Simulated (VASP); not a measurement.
# H18CO9 in VASP: further runs, part 2 of 2

VASP 6.6.1. The steps go on from the part before.

## Step 4: Single point, PBE+D3(BJ)

File INCAR:

```
PREC = Accurate
ENCUT = 520
EDIFF = 1E-6
ISMEAR = -1
SIGMA = 0.02
LREAL = False
LASPH = True
NELM = 120
ALGO = Normal
ISIF = 2
LWAVE = False
LCHARG = False
GGA = PE
IVDW = 12
NBANDS = 58
GGA_COMPAT = False
```

File KPOINTS:

```
Automatic mesh
0
Gamma
  1 1 1
```

File POSCAR:

```
H18CO9
1.0
    7.3142530000      0.0000000000      0.0000000000
    0.0000000000      7.3142530000      0.0000000000
    0.0000000000      0.0000000000      7.3142530000
O H C
9 18 1
Direct
    0.5327133201      0.5359262251      1.0128033580
    0.6424306077      0.3691422760      0.3648219442
    1.0026587814      0.0720374316      0.9988579832
    0.0244044060      0.2951907734      0.2604640556
    0.6520009631      0.7130324860      0.5781588359
    0.5622310303      1.0313561754      0.1323443419
    0.1897117860      0.6511669749      0.0511193693
    0.0176231257      0.7415111290      0.7487162394
    0.6602314686      0.2283760214      0.7827183446
    0.6001843250      0.6546259748      1.0057759829
    0.5559009239      0.4714357023      0.8986290193
    0.5886998987      0.4306659887      0.2622550792
    0.7648354521      0.3425093444      0.3226440212
    0.9317014328      0.1188091251      0.8921895373
    1.0452605345     -0.0529514087      0.9865942564
    0.0790101190      0.4057557211      0.2113134451
    0.0629319221      0.2090028879      0.1692312257
    0.7554018162      0.7115832608      0.6691865868
    0.6354579203      0.5893424797      0.5359125532
    0.5322758182      1.1245714361      0.2350615982
    0.6937687280      1.0325866497      0.1416139146
    0.2041630225      0.7130461580      0.1767918064
    0.3191166617      0.6049284869      0.0004648458
    0.0777523009      0.6593017770      0.6674365790
    0.0584475270      0.6991144550      0.8794883086
    0.5754654645      0.0094746518      0.6239871659
    0.4172128035      0.2255322587      0.6544619116
    0.5542192757      0.1501862186      0.6782237366
```

Potentials or basis: VASP PAW PBE potentials, release 64 (O, H, C).

The run is started by

```
cat potpaw_PBE.64/O/POTCAR potpaw_PBE.64/H/POTCAR potpaw_PBE.64/C/POTCAR > POTCAR
mpirun -np 1 vasp_gam > vasp.out
```

OUTCAR:

```text
PREC = Accurate
   ENCUT = 520
   EDIFF = 1E-6
   ISMEAR = -1
   LREAL = False
   LASPH = True
   NELM = 120
   ISIF = 2
   GGA = PE
   IVDW = 12
 IVDW          = 12

 ion  position               nearest neighbor table
   1  0.533  0.536  0.013-  11 0.97  10 1.00
   2  0.642  0.369  0.365-  12 0.96  13 0.97
   3  0.003  0.072  0.999-  15 0.97  14 1.00
   4  0.024  0.295  0.260-  17 0.96  16 0.97
   5  0.652  0.713  0.578-  19 0.96  18 1.01
   6  0.562  0.031  0.132-  21 0.96  20 1.04
   7  0.190  0.651  0.051-  22 1.03  23 1.07
   8  0.018  0.742  0.749-  24 0.95  25 1.05
   9  0.660  0.228  0.783-  28 1.23
  10  0.600  0.655  0.006-   1 1.00
  11  0.556  0.471  0.899-   1 0.97
  12  0.589  0.431  0.262-   2 0.96
  13  0.765  0.343  0.323-   2 0.97
  14  0.932  0.119  0.892-   3 1.00
[... 11 lines left out ...]
  26  0.575  0.009  0.624-  28 1.11
  27  0.417  0.226  0.654-  28 1.16
  28  0.554  0.150  0.678-  26 1.11  27 1.16   9 1.23

  LATTYP: Found a simple cubic cell.
 ALAT       =     7.3142530000

  Lattice vectors:

 A1 = (   7.3142530000,   0.0000000000,   0.0000000000)
[... 210 lines left out ...]
 Fermi energy:        -3.3535244381

 k-point     1 :       0.0000    0.0000    0.0000
  band No.  band energies     occupation
      1     -24.1541      2.00000
      2     -23.9331      2.00000
      3     -23.0639      2.00000
      4     -22.9914      2.00000
      5     -22.8273      2.00000
      6     -22.4137      2.00000
[... 42 lines left out ...]
     49       4.8629      0.00000
     50       4.9973      0.00000
 [bands above 50 left out]

------------------------ aborting loop because EDIFF is reached ----------------------------------------

 Edisp (eV)   -0.72439

 E8    (eV) :    -0.1505

  FORCE on cell =-STRESS in cart. coord.  units (eV):
  Direction    XX          YY          ZZ          XY          YZ          ZX
  --------------------------------------------------------------------------------------
  -------------------------------------------------------------------------------------
  Total      -3.70846    -2.22257    -4.19020     0.86409     0.28526    -0.46497
  in kB     -15.18428    -9.10029   -17.15676     3.53803     1.16798    -1.90382
  external pressure =      -13.81 kB  Pullay stress =        0.00 kB

 VOLUME and BASIS-vectors are now :
 -----------------------------------------------------------------------------
  energy-cutoff  :      520.00
  volume of cell :      391.30
      direct lattice vectors                 reciprocal lattice vectors
     7.314253000  0.000000000  0.000000000     0.136719361  0.000000000  0.000000000
     0.000000000  7.314253000  0.000000000     0.000000000  0.136719361  0.000000000
     0.000000000  0.000000000  7.314253000     0.000000000  0.000000000  0.136719361

 POSITION                                       TOTAL-FORCE (eV/Angst)
 -----------------------------------------------------------------------------------
      3.89640      3.91990      0.09365         0.105604      1.346199      0.146222
      4.69890      2.70000      2.66840        -0.530931     -0.261757      0.940288
      0.01945      0.52690      7.30590        -0.440039      0.363960     -0.316149
      0.17850      2.15910      1.90510        -0.093598      1.327571      1.212813
      4.76890      5.21530      4.22880         0.590410      0.868951      1.280877
      4.11230      0.22935      0.96800        -0.984064      1.342220      1.859323
[... 20 lines left out ...]
      3.05160      1.64960      4.78690         0.834209     -0.937858     -0.326119
      4.05370      1.09850      4.96070        -1.202269      1.112804      0.804533
 -----------------------------------------------------------------------------------
    total drift:                                0.001206     -0.000799      0.000491

  FREE ENERGIE OF THE ION-ELECTRON SYSTEM (eV)
  ---------------------------------------------------
  free  energy   TOTEN  =      -138.6954155293 eV

  energy  without entropy=     -138.6954155293  energy(sigma->0) =     -138.69541553
```

Run time: 49 s. Hardware: 1 thread of Intel Xeon Platinum 8488C (Sapphire Rapids), shared host; peak memory 0.36 GiB.

What came out:

```
Free energy                : -138.6954 eV
Pressure                   : -1.4 GPa
Largest force              : 2.495 eV/Å
Band gap on the k mesh     : 3.79 eV
Dispersion energy per atom : -0.026 eV
```

Forces on the atoms (eV/Å):
```
O    0.106  1.346  0.146
O   -0.531 -0.262  0.940
O   -0.440  0.364 -0.316
O   -0.094  1.328  1.213
O    0.590  0.869  1.281
O   -0.984  1.342  1.859
O    1.087  0.177  1.348
O   -0.537  0.091  2.109
O    0.339 -0.226 -0.414
H   -0.541 -0.919 -0.074
H    0.538 -0.477 -0.258
H   -0.468  0.451 -0.915
H    1.131 -0.264 -0.113
H    0.455 -0.889  0.583
H   -0.115  0.130 -0.821
H    0.004  0.524  0.082
H   -0.236 -1.181 -0.851
H   -0.508 -0.087 -1.006
H    0.204 -0.807 -0.335
H    0.385 -1.436 -1.618
H    0.682 -0.065 -0.211
H    0.258 -1.033 -2.230
H   -1.360  0.844  1.555
H    0.446 -0.609 -0.611
H   -0.161  0.394 -1.700
H    0.116  0.221 -0.121
H    0.834 -0.938 -0.326
C   -1.202  1.113  0.805
```

Stress tensor (GPa, compression positive):
```
-1.52  0.35 -0.19
 0.35 -0.91  0.12
-0.19  0.12 -1.72
```

Caveat: the k points lie up to 0.86 Å⁻¹ apart.
